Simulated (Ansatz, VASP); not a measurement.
Zn in VASP and in Ansatz

```
Zn
1.0
    -1.45646    1.45646    1.45646
     1.45646   -1.45646    1.45646
     1.45646    1.45646   -1.45646
Zn
1
Cartesian
  0.0000 0.0000 0.0000
```

Alike in both runs: task single point; functional PBE; k mesh 20 × 20 × 20; occupations gaussian, width 0.1 eV; no spin polarisation.

```csv
,VASP,Ansatz
version,VASP 6.6.1,Ansatz 0.2.0
potentials or method,"VASP PAW PBE potentials, release 64 (Zn), cutoff 500 eV","scalar-relativistic, plane waves, PAW"
valence electrons in the cell,12,12
```

|  | VASP | Ansatz | Ansatz less VASP |
| --- | --- | --- | --- |
| gap on the k mesh at the Fermi level (eV) | none | none | - |
| pressure (GPa) | 25.9 | 25.4 | -0.60 |

A gap of «none» marks a metal or a gap that the smearing closes. With one functional, cell and mesh, what is left measures potentials, basis and numerics.
